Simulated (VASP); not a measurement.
# B6N (P-31m) in VASP: a series of runs

B6N is run at these levels: PBE; tasks: single point.

Program: VASP 6.6.1. These are calculated values, not measurements. Logs are shortened: lines on timing, memory, paths and dates and some standing lists are left out, and cuts for length are marked.

### 1 The cell of the first run

The structure is trigonal, space group P-31m (No. 162). The conventional cell has a = 3.529 Å, b = 3.529 Å, c = 4.092 Å, α = 90.00°, β = 90.00°, γ = 120.00°. Within 2.4 Å of B (site symmetry m) lie 1 N at 1.81 Å and 9 B at 1.82 to 2.22 Å. N (site symmetry -3m) has 6 B at 1.81 Å within 2.4 Å.

The cell was built from a structure type or drawn by symmetry, and may not be a known phase.

### 2 Single point, PBE

File INCAR:

```
SYSTEM = B6N
PREC = Accurate ; ENCUT = 600
EDIFF = 1E-6 ; ISMEAR = 0
SIGMA = 0.2 ; LREAL = .False.
LASPH = .True. ; NELM = 120
ALGO = Normal ; ISIF = 2
LWAVE = .False. ; LCHARG = .False.
GGA = PE ; NBANDS = 20
GGA_COMPAT = .False.
```

File KPOINTS:

```
Automatic mesh
0
Gamma
  4 4 4
  0 0 0
```

File POSCAR:

```
B6N
1.0
    3.5294057913      0.0000000000      0.0000000000
   -1.7647028957      3.0565550755      0.0000000000
    0.0000000000      0.0000000000      4.0920667021
B N
6 1
Direct
    0.6370937746      0.6370937746      0.3115500460
    0.0000000000      0.6370937746      0.6884499540
    0.6370937746      0.0000000000      0.6884499540
    0.3629062254      0.3629062254      0.6884499540
    0.0000000000      0.3629062254      0.3115500460
    0.3629062254      0.0000000000      0.3115500460
    0.0000000000      0.0000000000      0.0000000000
```

Potentials or basis: VASP PAW PBE potentials, release 64 (B, N).

Started as:

```console
$ cat potpaw_PBE.64/B/POTCAR potpaw_PBE.64/N/POTCAR > POTCAR
$ mpirun -np 1 vasp_std > vasp.out
```

OUTCAR:

```text
SYSTEM = B6N
   PREC = Accurate
   ENCUT = 600
   EDIFF = 1E-6
   ISMEAR = 0
   LREAL = .False.
   LASPH = .True.
   NELM = 120
   ISIF = 2
   GGA = PE

 ion  position               nearest neighbor table
   1  0.637  0.637  0.312-   7 1.81   4 1.82   6 1.95   5 1.95   6 1.95   5 1.95   3 2.00   2 2.00

   2  0.000  0.637  0.688-   7 1.81   5 1.82   3 1.95   3 1.95   4 1.95   4 1.95   6 2.00   1 2.00

   3  0.637  0.000  0.688-   7 1.81   6 1.82   2 1.95   2 1.95   4 1.95   4 1.95   5 2.00   1 2.00

   4  0.363  0.363  0.688-   7 1.81   1 1.82   3 1.95   2 1.95   3 1.95   2 1.95   6 2.00   5 2.00

   5  0.000  0.363  0.312-   7 1.81   2 1.82   6 1.95   6 1.95   1 1.95   1 1.95   3 2.00   4 2.00

   6  0.363  0.000  0.312-   7 1.81   3 1.82   5 1.95   5 1.95   1 1.95   1 1.95   2 2.00   4 2.00

   7  0.000  0.000  0.000-   1 1.81   4 1.81   2 1.81   5 1.81   3 1.81   6 1.81

  LATTYP: Found a hexagonal cell.
 ALAT       =     3.5294057913
 C/A-ratio  =     1.1594208612

  Lattice vectors:

 A1 = (   3.5294057913,   0.0000000000,   0.0000000000)
 A2 = (  -1.7647028957,   3.0565550755,   0.0000000000)
 A3 = (   0.0000000000,   0.0000000000,   4.0920667021)

Analysis of symmetry for initial positions (statically):
=====================================================================
 Subroutine PRICEL returns:
 Original cell was already a primitive cell.

 Routine SETGRP: Setting up the symmetry group for a
 hexagonal supercell.

 Subroutine GETGRP returns: Found 12 space group operations
 (whereof 12 operations were pure point group operations)
 out of a pool of 24 trial point group operations.

The static configuration has the point symmetry D_3d.

Analysis of symmetry for dynamics (positions and initial velocities):
=====================================================================
 Subroutine PRICEL returns:
 Original cell was already a primitive cell.

 Routine SETGRP: Setting up the symmetry group for a
 hexagonal supercell.

 Subroutine GETGRP returns: Found 12 space group operations
 (whereof 12 operations were pure point group operations)
 out of a pool of 24 trial point group operations.

The dynamic configuration has the point symmetry D_3d.

 Subroutine INISYM returns: Found 12 space group operations
 (whereof 12 operations are pure point group operations),
 and found     1 'primitive' translations

[... 92 lines left out ...]
   EDIFF  = 0.1E-05   stopping-criterion for ELM
   LREAL  =      F    real-space projection
   EDIFFG = 0.1E-04   stopping-criterion for IOM
   NSW    =      0    number of steps for IOM
   IBRION =     -1    ionic relax: 0-MD 1-quasi-New 2-CG
   NFREE  =      0    steps in history (QN), initial steepest desc. (CG)
   ISIF   =      2    stress and relaxation
   ISYM   =      2    0-nonsym 1-usesym 2-fastsym
   POTIM  = 0.5000    time-step for ionic-motion
   TEBEG  =    0.0;   TEEND  =   0.0 temperature during run
   PSTRESS=    0.0 pullay stress
   NELECT =      23.0000    total number of electrons
   NUPDOWN=      -1.0000    fix difference up-down
   EMIN   =  10.00;   EMAX   =-10.00  energy-range for DOS
   EFERMI =   0.00;   METHOD = LEGACY
   ISMEAR =     0;   SIGMA  =   0.20  broadening in eV -4-tet -1-fermi 0-gaus
   EFERMI_NEDOS =   21; number of points for ismear=-14 and -15
   IALGO  =     38    algorithm
   IMIX   =      4    mixing-type and parameters
     AMIX     =   0.40;   BMIX     =  1.00
     AMIX_MAG =   1.60;   BMIX_MAG =  1.00
  volume/ion in A,a.u.               =       6.31        42.56
  Fermi-wavevector in a.u.,A,eV,Ry     =   1.317322  2.489378 23.610696  1.735337
  Thomas-Fermi vector in A             =   2.447371
   LORBIT       =      0    0 simple, 1 ext, 2 COOP (PROOUT), +10 PAW based schemes
   GGA     = PE    functional components
   LHFCALC =     F    Hartree Fock is set to
   AEXX    =    0.0000 exact exchange contribution
   IVDW    =     0    specifies the selected vdW correction
   LEPSILON=     F    determine dielectric tensor
   LRPA    =     F    only Hartree local field effects (RPA)
 non-spin polarized calculation
 Gauss-broadening in eV      SIGMA  =   0.20
  energy-cutoff  :      600.00
  volume of cell :       44.14
 maximum number of plane-waves:      1488
   NGX = 15   NGY = 15   NGZ = 17

 number of electron      23.0000000 magnetization

 Free energy of the ion-electron system (eV)
  ---------------------------------------------------
  ext. energy  EPLUGINS =         0.00000000
  ---------------------------------------------------
  free energy    TOTEN  =       -39.83807088 eV

  energy without entropy =      -39.83700205  energy(sigma->0) =      -39.83753646

 E-fermi :   9.3124     XC(G=0): -12.6636

 val. band max:        9.0020652076   @ k =   0.5000   0.0000   0.5000
 cond. band min:       9.6858810394   @ k =   0.2500   0.0000   0.0000
 fundamental gap:      0.6838158318
 Fermi energy:         9.3123888485

 k-point     1 :       0.0000    0.0000    0.0000
  band No.  band energies     occupation
      1     -10.8031      2.00000
      2      -5.6270      2.00000
      3      -2.4161      2.00000
      4       1.6486      2.00000
      5       1.6486      2.00000
      6       2.3451      2.00000
[... 288 lines left out ...]
     19      17.0269      0.00000
     20      17.0835      0.00000

------------------------ aborting loop because EDIFF is reached ----------------------------------------

  FORCE on cell =-STRESS in cart. coord.  units (eV):
  Direction    XX          YY          ZZ          XY          YZ          ZX
  --------------------------------------------------------------------------------------
  -------------------------------------------------------------------------------------
  Total        0.0877810      0.0877810     -0.0664965     -0.0000000      0.0000000      0.0000000
  in kB        3.1859168      3.1859168     -2.4134207     -0.0000000      0.0000000      0.0000000
  external PRESSURE =       1.3194710 kB  Pullay stress =       0.0000000 kB

 VOLUME and BASIS-vectors are now :
 -----------------------------------------------------------------------------
  energy-cutoff  :      600.00
  volume of cell :       44.14
      direct lattice vectors                 reciprocal lattice vectors
     3.529405791  0.000000000  0.000000000     0.283333813  0.163582853  0.000000000
    -1.764702896  3.056555075  0.000000000     0.000000000  0.327165706  0.000000000
     0.000000000  0.000000000  4.092066702     0.000000000  0.000000000  0.244375293

 POSITION                                       TOTAL-FORCE (eV/Angst)
 -----------------------------------------------------------------------------------
      1.12428      1.94731      1.27488         0.000946      0.001638      0.023186
     -1.12428      1.94731      2.81718        -0.000946      0.001638     -0.023186
      2.24856      0.00000      2.81718         0.001891      0.000000     -0.023186
      0.64042      1.10924      2.81718        -0.000946     -0.001638     -0.023186
     -0.64042      1.10924      1.27488         0.000946     -0.001638      0.023186
      1.28084      0.00000      1.27488        -0.001891      0.000000      0.023186
      0.00000      0.00000      0.00000         0.000000      0.000000      0.000000
 -----------------------------------------------------------------------------------
    total drift:                               -0.000000      0.000000      0.000000

  FREE ENERGIE OF THE ION-ELECTRON SYSTEM (eV)
  ---------------------------------------------------
  free  energy   TOTEN  =       -39.8380708786 eV

  energy  without entropy=      -39.8370020483  energy(sigma->0) =      -39.83753646
```

OSZICAR:

```text
N       E                     dE             d eps       ncg     rms          rms(c)
DAV:   1     0.575119251128E+02    0.57512E+02   -0.12145E+04   520   0.120E+03
DAV:   2    -0.363059788139E+02   -0.93818E+02   -0.89553E+02   628   0.229E+02
DAV:   3    -0.407699311787E+02   -0.44640E+01   -0.42958E+01   704   0.406E+01
DAV:   4    -0.408348564095E+02   -0.64925E-01   -0.64760E-01   668   0.371E+00
DAV:   5    -0.408352315713E+02   -0.37516E-03   -0.37512E-03   656   0.331E-01    0.634E+00
DAV:   6    -0.399721248581E+02    0.86311E+00   -0.13563E+00   636   0.586E+00    0.344E+00
DAV:   7    -0.398389662815E+02    0.13316E+00   -0.49834E-01   680   0.376E+00    0.123E+00
DAV:   8    -0.398381986422E+02    0.76764E-03   -0.36590E-02   632   0.134E+00    0.282E-01
DAV:   9    -0.398380832321E+02    0.11541E-03   -0.14420E-03   636   0.278E-01    0.712E-02
DAV:  10    -0.398380695497E+02    0.13682E-04   -0.35008E-04   660   0.119E-01    0.271E-02
DAV:  11    -0.398380685025E+02    0.10471E-05   -0.32778E-05   708   0.449E-02    0.136E-02
DAV:  12    -0.398380709139E+02   -0.24113E-05   -0.48510E-06   588   0.151E-02    0.174E-03
DAV:  13    -0.398380708786E+02    0.35273E-07   -0.26188E-07   344   0.341E-03
   1 F= -.39838071E+02 E0= -.39837536E+02  d E =-.106883E-02
```

Wall time 24 s (1 thread of Intel Xeon 8259CL, shared host); peak memory 0.16 GiB.

What came out:

```yaml
Free_energy: -39.8381 eV
Pressure: 0.1 GPa
Largest_force: 0.023 eV/Å
Band_gap_on_the_k_mesh: zero (an odd number of electrons rules out a gap without spin polarisation)
```

Forces on the atoms (eV/Å):
```
B    0.001  0.002  0.023
B   -0.001  0.002 -0.023
B    0.002  0.000 -0.023
B   -0.001 -0.002 -0.023
B    0.001 -0.002  0.023
B   -0.002  0.000  0.023
N    0.000  0.000  0.000
```

Caveat: the k points lie up to 0.51 Å⁻¹ apart, too coarse for converged energies and pressures of a metal.

### 3 Single point, PBE

This run uses another cell than the first one, of the same volume but with other edges.

File INCAR:

```
SYSTEM = B6N
  ALGO = Normal
  EDIFF = 1E-6
  ENCUT = 600
  GGA = PE
  GGA_COMPAT = .FALSE.
  ISIF = 2
  ISMEAR = 0
  LASPH = .TRUE.
  LCHARG = .FALSE.
  LREAL = .FALSE.
  LWAVE = .FALSE.
  NBANDS = 20
  NELM = 120
  PREC = Accurate
  SIGMA = 0.2
```

File KPOINTS:

```
k-points
0
G
  5 5 4
  0 0 0
```

File POSCAR:

```
B6N
1.0
    3.6044067531      0.0000000000      0.0000000000
   -1.8022033766      3.1215078138      0.0000000000
    0.0000000000      0.0000000000      3.9226485747
B N
6 1
Direct
    0.3543891719      0.3543891719      0.1894809988
    0.0000000000      0.6456108281      0.1894809988
    0.6456108281      0.0000000000      0.1894809988
    0.0000000000      0.3543891719      0.8105190012
    0.3543891719      0.0000000000      0.8105190012
    0.6456108281      0.6456108281      0.8105190012
    0.0000000000      0.0000000000      0.5000000000
```

Potentials or basis: VASP PAW PBE potentials, release 64 (B, N).

Started as:

```console
$ cat potpaw_PBE.64/B/POTCAR potpaw_PBE.64/N/POTCAR > POTCAR
$ mpirun -np 1 vasp_std > vasp.out
```

Wall time 29 s (1 thread of Intel Xeon 8259CL, shared host); peak memory 0.17 GiB.

It converged, with:

* Free energy: -39.4920 eV
* Pressure: -0.6 GPa
* Largest force: 0.018 eV/Å
* Band gap on the k mesh: zero (an odd number of electrons rules out a gap without spin polarisation)

Forces in eV/Å, atoms in the order of the input:
```
B   -0.005 -0.009  0.015
B   -0.005  0.009  0.015
B    0.010  0.000  0.015
B    0.005 -0.009 -0.015
B   -0.010  0.000 -0.015
B    0.005  0.009 -0.015
N    0.000  0.000  0.000
```

Stress tensor (GPa, compression positive):
```
-0.93  0.00  0.00
 0.00 -0.93  0.00
 0.00  0.00  0.13
```

Levels at points of the mesh, in eV from the Fermi level:
```tsv
k point	band 8	band 9	band 10	band 11	band 12	band 13	band 14	band 15	band 16	band 17
(0.00, 0.00, 0.00)	-5.63	-5.63	-3.06	-2.71	-2.71	0.16	0.60	1.76	1.76	4.73
(0.00, 0.00, 0.50)	-5.61	-5.61	-4.05	-4.05	-2.66	-1.70	0.73	0.73	3.47	6.30
```

Caveat: the k points lie up to 0.40 Å⁻¹ apart, too coarse for converged energies and pressures of a metal.
